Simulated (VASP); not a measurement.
In2W, 3 atoms in the cell. The structure is hexagonal, space group P6/mmm (No. 191). The conventional cell has a = 4.935 Å, b = 4.935 Å, c = 2.827 Å, α = 90.00°, β = 90.00°, γ = 120.00°. Within 3.7 Å of In (site symmetry -6m2) lie 5 In at 2.83 to 2.85 Å and 6 W at 3.18 Å. Within 3.7 Å of W (site symmetry 6/mmm) lie 2 W at 2.83 Å and 12 In at 3.18 Å. 

| Item | Value |
| --- | --- |
| Program | VASP 6.6.1 |
| Task | relaxation of cell and atoms |
| Functional | PBE |
| Potentials or basis | VASP PAW PBE potentials, release 64 (In_d, W_sv) |
| Cutoff | 600 eV |
| k mesh | 12 × 12 × 14 |
| Occupations | fermi-dirac, width 0.15 eV |
| Spin | no spin polarisation |
| Dipole correction | no |
| Further INCAR settings | ALGO = Normal; EDIFF = 1e-06; IBRION = 2; EDIFFG = -0.001; NSW = 80; ISIF = 3 |

Potentials or basis: VASP PAW PBE potentials, release 64 (In_d, W_sv).

Command:

```bash
$ cat potpaw_PBE.64/In_d/POTCAR potpaw_PBE.64/W_sv/POTCAR > POTCAR
$ mpirun -np 1 vasp_std > vasp.out
```

Hardware: 1 thread of AMD EPYC 9R45 96-Core Processor (Zen 5), with other jobs on the host.

Question: Estimate the wall time of this run.

Answer: Run time: 18 min on 1 thread of AMD EPYC 9R45 96-Core Processor (Zen 5), on a shared host, peak memory 0.36 GiB. Counts: scf iterations 101, k points 152, ion steps 26.
